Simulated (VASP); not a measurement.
Wanted: the native input for a VASP 6.6.1 run.

```
Task                   : single point
Functional             : LDA
Potentials or basis    : VASP PAW LDA potentials, release 64 (Cs_sv, H)
Cutoff                 : 520 eV
k mesh                 : 6 × 6 × 6
Occupations            : gaussian, width 0.02 eV
Spin                   : no spin polarisation
Dipole correction      : no
Further INCAR settings : ALGO = Normal; EDIFF = 1e-06; NBANDS = 18
```

The structure of CsH lies in POSCAR:

```
CsH
1.0
    3.1731629602      3.1731629602      0.0000000000
   -3.1731629602      3.1731629602      0.0000000000
    0.0000000000      0.0000000000      6.3463259205
Cs H
2 2
Direct
    0.0000000000      0.0000000000      0.0000000000
    0.5000000000      0.5000000000      0.5000000000
    0.5000000000      0.5000000000      0.0000000000
    0.0000000000      0.0000000000      0.5000000000
```

This cell differs from its parent crystal: equal strain along all axes, cell held: +4.0 %.

The input as run:

INCAR

```
ALGO = Normal
EDIFF = 1E-6
ENCUT = 520
GGA = CA
ISIF = 2
ISMEAR = 0
LASPH = T
LCHARG = F
LREAL = F
LWAVE = F
NBANDS = 18
NELM = 60
PREC = Accurate
SIGMA = 0.02
```

KPOINTS

```
k-points
0
Gamma
  6 6 6
```

Potentials or basis: VASP PAW LDA potentials, release 64 (Cs_sv, H).

Command:

```bash
$ cat potpaw_LDA.64/Cs_sv/POTCAR potpaw_LDA.64/H/POTCAR > POTCAR
$ mpirun -np 1 vasp_std > vasp.out
```

Results of the run:

```
Pressure               : -1.1 GPa
Band gap on the k mesh : 1.92 eV
```

Caveat: the cell differs from its parent crystal (equal strain along all axes, cell held: +4.0 %); spin-orbit coupling is left out, which moves the levels of the heavy elements.

Run time: 45 s on 1 thread of Intel(R) Xeon(R) Platinum 8488C (Sapphire Rapids), on a shared host, peak memory 0.24 GiB.
